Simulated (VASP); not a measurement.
## Y2S: single point with PBE

Crystal: Y2S.

```
Y S
1.0
     4.59350    0.00000    0.00000
     0.00000    4.59350    0.00000
     0.00000    0.00000    3.50034
Y S
2 1
Direct
  0.00000 0.50000 0.00000
  0.50000 0.00000 0.00000
  0.50000 0.50000 0.50000
```

This cell differs from its parent crystal: atoms taken out.

```yaml
Program: VASP 6.6.1
Task: single point
Functional: PBE
Potentials_or_basis: VASP PAW PBE potentials, release 64 (Y_sv, S)
Cutoff: 520 eV
k_mesh: 4 × 4 × 6
Occupations: gaussian, width 0.1 eV
Spin: no spin polarisation
Dipole_correction: no
Further_INCAR_settings: ALGO = Normal; EDIFF = 1e-06; NBANDS = 21
```

```yaml
Pressure: -0.2 GPa
Band_gap_on_the_k_mesh: zero (bands 14 and 15 overlap by 1.62 eV)
```

Stress tensor (GPa, compression positive):
```
-0.19  0.00  0.00
 0.00 -0.19  0.00
 0.00  0.00 -0.09
```

Levels at points of the mesh, in eV from the Fermi level:
```tsv
k point	band 10	band 11	band 12	band 13	band 14	band 15	band 16	band 17	band 18	band 19
(0.00, 0.00, 0.00)	-4.29	-4.29	-3.09	-3.08	-1.39	-1.09	-0.49	1.56	1.56	1.77
(0.50, 0.00, 0.00)	-6.04	-4.45	-3.69	-1.03	-0.90	0.50	0.68	1.88	2.09	2.36
(0.50, 0.50, 0.00)	-6.10	-6.10	-4.23	-0.25	-0.09	-0.09	1.37	1.37	1.93	4.18
(0.00, 0.00, 0.50)	-7.14	-5.50	-5.50	-1.29	-0.32	1.27	1.81	1.81	4.27	4.82
(0.50, 0.00, 0.50)	-6.22	-5.30	-4.72	0.16	0.46	0.71	1.31	1.38	1.71	2.14
(0.50, 0.50, 0.50)	-5.29	-4.34	-4.34	-2.08	-0.84	-0.84	2.01	2.47	2.57	2.57
```

Wall time 54 s on 1 thread of Intel(R) Xeon(R) Platinum 8259CL CPU @ 2.50GHz (Skylake/Cascade Lake), with other jobs on the host, peak memory 0.2 GiB.

Caveat: the cell differs from its parent crystal (atoms taken out).
